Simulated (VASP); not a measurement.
# Cd3TeSe2: single point with PBE

The system is Cd3TeSe2.

```
CELL_PARAMETERS angstrom
4.39077 0.00000 0.00000
-2.19538 3.80252 0.00000
0.00000 0.00000 9.45803
ATOMIC_POSITIONS crystal
Cd 0.33333 0.66667 0.66938
Cd 0.66667 0.33333 0.33062
Cd 0.00000 0.00000 0.50000
Te 0.00000 0.00000 0.00000
Se 0.33333 0.66667 0.16957
Se 0.66667 0.33333 0.83043
```

The cell was built from a structure type or drawn by symmetry, and may not be a known phase.

- Program: VASP 6.6.1
- Task: single point
- Functional: PBE
- Potentials or basis: VASP PAW PBE potentials, release 64 (Cd, Te, Se)
- Cutoff: 520 eV
- k mesh: 6 × 6 × 2
- Occupations: gaussian, width 0.1 eV
- Spin: no spin polarisation
- Dipole correction: no
- Further INCAR settings: ALGO = Normal; EDIFF = 1e-06; NBANDS = 36

The pressure is 0.2 GPa and the largest force is 0.040 eV/Å. The band gap on the k mesh is zero (bands 27 and 28 overlap by 0.23 eV).

Forces in eV/Å, atoms in the order of the input:
```
Cd   0.000  0.000  0.040
Cd   0.000  0.000 -0.040
Cd   0.000  0.000  0.000
Te   0.000  0.000  0.000
Se   0.000  0.000 -0.010
Se   0.000  0.000  0.010
```

Stress tensor (GPa, compression positive):
```
0.02 0.00 0.00
0.00 0.02 0.00
0.00 0.00 0.51
```

Levels at points of the mesh, in eV from the Fermi level:
```
           k point  band 25  band 26  band 27  band 28  band 29  band 30
(0.00, 0.00, 0.00)    -2.17    -1.96    -0.20    -0.20     0.83     2.10
(0.50, 0.00, 0.00)    -2.52    -1.53    -0.13     0.18     0.30     1.32
(0.00, 0.00, 0.50)    -2.38    -1.36    -0.20    -0.20    -0.09     3.44
(0.50, 0.00, 0.50)    -2.65    -1.36    -1.30     0.68     1.52     1.71
```

It took 2.3 min on 1 thread of AMD EPYC 7R13 (shared host), peak memory 0.29 GiB.

Caveat: semilocal functionals underestimate gaps, so a narrow gap can read as zero; spin-orbit coupling is left out, which moves the levels of the heavy elements.
